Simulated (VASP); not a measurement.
# Sn2Ir (Fm-3m) in VASP: notebook, part 2 of 2

VASP 6.6.1. Earlier steps stand in the parts before.

### 5 Single point, LDA

This run uses another cell than the first one, of 21.51 Å³/atom, 1.176 times its volume.

INCAR reads:

```
SYSTEM = Sn2Ir
  PREC = Accurate
  ENCUT = 520
  EDIFF = 1E-6
  ISMEAR = -1
  SIGMA = 0.05
  LREAL = .FALSE.
  LASPH = .TRUE.
  NELM = 80
  ALGO = Normal
  ISIF = 2
  LWAVE = .FALSE.
  LCHARG = .FALSE.
  GGA = CA
  NBANDS = 26
```

KPOINTS reads:

```
regular mesh
0
G
  10 10 10
  0 0 0
```

POSCAR reads:

```
Sn2Ir
1.0
    0.0000000000      3.1835248659      3.1835248659
    3.1835248659      0.0000000000      3.1835248659
    3.1835248659      3.1835248659      0.0000000000
Sn Ir
2 1
Direct
    0.7500000000      0.7500000000      0.7500000000
    0.2500000000      0.2500000000      0.2500000000
    0.0000000000      0.0000000000      0.0000000000
```

Potentials or basis: VASP PAW LDA potentials, release 64 (Sn_d, Ir).

Launch:

```
$ cat potpaw_LDA.64/Sn_d/POTCAR potpaw_LDA.64/Ir/POTCAR > POTCAR
$ mpirun -np 1 vasp_std > vasp.out
```

OUTCAR:

```text
SYSTEM = Sn2Ir
   PREC = Accurate
   ENCUT = 520
   EDIFF = 1E-6
   ISMEAR = -1
   LREAL = .FALSE.
   LASPH = .TRUE.
   NELM = 80
   ISIF = 2
   GGA = CA

 ion  position               nearest neighbor table
   1  0.750  0.750  0.750-   3 2.76   3 2.76   3 2.76   3 2.76   2 3.18   2 3.18   2 3.18   2 3.18
                             2 3.18   2 3.18
   2  0.250  0.250  0.250-   3 2.76   3 2.76   3 2.76   3 2.76   1 3.18   1 3.18   1 3.18   1 3.18
                             1 3.18   1 3.18
   3  0.000  0.000  0.000-   1 2.76   1 2.76   1 2.76   2 2.76   2 2.76   2 2.76   2 2.76   1 2.76

[... 893 lines left out ...]
  Direction    XX          YY          ZZ          XY          YZ          ZX
  --------------------------------------------------------------------------------------
  -------------------------------------------------------------------------------------
  Total       -1.4150061     -1.4150061     -1.4150061      0.0000000     -0.0000000      0.0000000
  in kB      -35.1329136    -35.1329136    -35.1329136      0.0000000     -0.0000000      0.0000000
  external PRESSURE =     -35.1329136 kB  Pullay stress =       0.0000000 kB

 VOLUME and BASIS-vectors are now :
 -----------------------------------------------------------------------------
  energy-cutoff  :      520.00
  volume of cell :       64.53
      direct lattice vectors                 reciprocal lattice vectors
     0.000000000  3.183524866  3.183524866    -0.157058613  0.157058613  0.157058613
     3.183524866  0.000000000  3.183524866     0.157058613 -0.157058613  0.157058613
     3.183524866  3.183524866  0.000000000     0.157058613  0.157058613 -0.157058613

 POSITION                                       TOTAL-FORCE (eV/Angst)
 -----------------------------------------------------------------------------------
      4.77529      4.77529      4.77529        -0.000000     -0.000000     -0.000000
      1.59176      1.59176      1.59176         0.000000      0.000000      0.000000
      0.00000      0.00000      0.00000        -0.000000     -0.000000      0.000000
 -----------------------------------------------------------------------------------
    total drift:                                0.000000      0.000000      0.000000

  FREE ENERGIE OF THE ION-ELECTRON SYSTEM (eV)
  ---------------------------------------------------
  free  energy   TOTEN  =       -20.2399629233 eV

  energy  without entropy=      -20.2283348509  energy(sigma->0) =      -20.23414889
```

OSZICAR:

```text
N       E                     dE             d eps       ncg     rms          rms(c)
DAV:   1     0.349332200984E+03    0.34933E+03   -0.18160E+04  2512   0.217E+03
DAV:   2     0.199166483651E+02   -0.32942E+03   -0.31842E+03  2444   0.510E+02
DAV:   3    -0.193220223369E+02   -0.39239E+02   -0.38625E+02  2788   0.167E+02
DAV:   4    -0.206372961111E+02   -0.13153E+01   -0.13116E+01  2890   0.336E+01
DAV:   5    -0.206742443384E+02   -0.36948E-01   -0.36944E-01  3240   0.533E+00    0.887E+00
DAV:   6    -0.203710797238E+02    0.30316E+00   -0.33798E-01  2760   0.619E+00    0.380E+00
DAV:   7    -0.202595534488E+02    0.11153E+00   -0.12335E-01  3086   0.359E+00    0.182E+00
DAV:   8    -0.202407183896E+02    0.18835E-01   -0.74045E-02  2606   0.239E+00    0.363E-01
DAV:   9    -0.202399936730E+02    0.72472E-03   -0.49955E-03  3010   0.867E-01    0.845E-02
DAV:  10    -0.202399530567E+02    0.40616E-04   -0.28876E-04  2974   0.196E-01    0.518E-02
DAV:  11    -0.202399625318E+02   -0.94752E-05   -0.32193E-05  3006   0.540E-02    0.769E-03
DAV:  12    -0.202399629233E+02   -0.39147E-06   -0.24933E-06  2438   0.162E-02
   1 F= -.20239963E+02 E0= -.20234149E+02  d E =-.116281E-01
```

Run time: 3 min. Hardware: 1 thread of AMD EPYC 7R43 (Zen 3), shared host; peak memory 0.18 GiB.

What came out:

```yaml
Free_energy: -20.2400 eV
Pressure: -3.5 GPa
```

### 6 Single point, LDA

This run uses another cell than the first one, of 21.51 Å³/atom, 1.176 times its volume.

INCAR reads:

```
PREC = Accurate ; ENCUT = 520
EDIFF = 1E-6 ; ISMEAR = -1
SIGMA = 0.05 ; LREAL = False
LASPH = True ; NELM = 80
ALGO = Normal ; ISIF = 2
LWAVE = False ; LCHARG = False
GGA = CA ; NBANDS = 26
```

KPOINTS reads:

```
Automatic mesh
0
Gamma
  10 10 10
```

POSCAR is that of step 5.

Potentials or basis: VASP PAW LDA potentials, release 64 (Sn_d, Ir).

Launch:

```
$ cat potpaw_LDA.64/Sn_d/POTCAR potpaw_LDA.64/Ir/POTCAR > POTCAR
$ mpirun -np 1 vasp_std > vasp.out
```

OUTCAR:

```text
PREC = Accurate
   ENCUT = 520
   EDIFF = 1E-6
   ISMEAR = -1
   LREAL = False
   LASPH = True
   NELM = 80
   ISIF = 2
   GGA = CA

 ion  position               nearest neighbor table
   1  0.750  0.750  0.750-   3 2.76   3 2.76   3 2.76   3 2.76   2 3.18   2 3.18   2 3.18   2 3.18
                             2 3.18   2 3.18
   2  0.250  0.250  0.250-   3 2.76   3 2.76   3 2.76   3 2.76   1 3.18   1 3.18   1 3.18   1 3.18
                             1 3.18   1 3.18
   3  0.000  0.000  0.000-   1 2.76   1 2.76   1 2.76   2 2.76   2 2.76   2 2.76   2 2.76   1 2.76

  LATTYP: Found a face centered cubic cell.
[... 893 lines left out ...]
  --------------------------------------------------------------------------------------
  -------------------------------------------------------------------------------------
  Total       -1.4150061     -1.4150061     -1.4150061      0.0000000     -0.0000000      0.0000000
  in kB      -35.1329136    -35.1329136    -35.1329136      0.0000000     -0.0000000      0.0000000
  external PRESSURE =     -35.1329136 kB  Pullay stress =       0.0000000 kB

 VOLUME and BASIS-vectors are now :
 -----------------------------------------------------------------------------
  energy-cutoff  :      520.00
  volume of cell :       64.53
      direct lattice vectors                 reciprocal lattice vectors
     0.000000000  3.183524866  3.183524866    -0.157058613  0.157058613  0.157058613
     3.183524866  0.000000000  3.183524866     0.157058613 -0.157058613  0.157058613
     3.183524866  3.183524866  0.000000000     0.157058613  0.157058613 -0.157058613

 POSITION                                       TOTAL-FORCE (eV/Angst)
 -----------------------------------------------------------------------------------
      4.77529      4.77529      4.77529        -0.000000     -0.000000     -0.000000
      1.59176      1.59176      1.59176         0.000000      0.000000      0.000000
      0.00000      0.00000      0.00000        -0.000000     -0.000000      0.000000
 -----------------------------------------------------------------------------------
    total drift:                                0.000000      0.000000      0.000000

  FREE ENERGIE OF THE ION-ELECTRON SYSTEM (eV)
  ---------------------------------------------------
  free  energy   TOTEN  =       -20.2399629233 eV

  energy  without entropy=      -20.2283348509  energy(sigma->0) =      -20.23414889
```

It took 3 min on 1 thread of AMD EPYC 7R43 (Zen 3), shared host; peak memory 0.18 GiB.

Results:

| Item | Value |
| --- | --- |
| Free energy | -20.2400 eV |
| Pressure | -3.5 GPa |
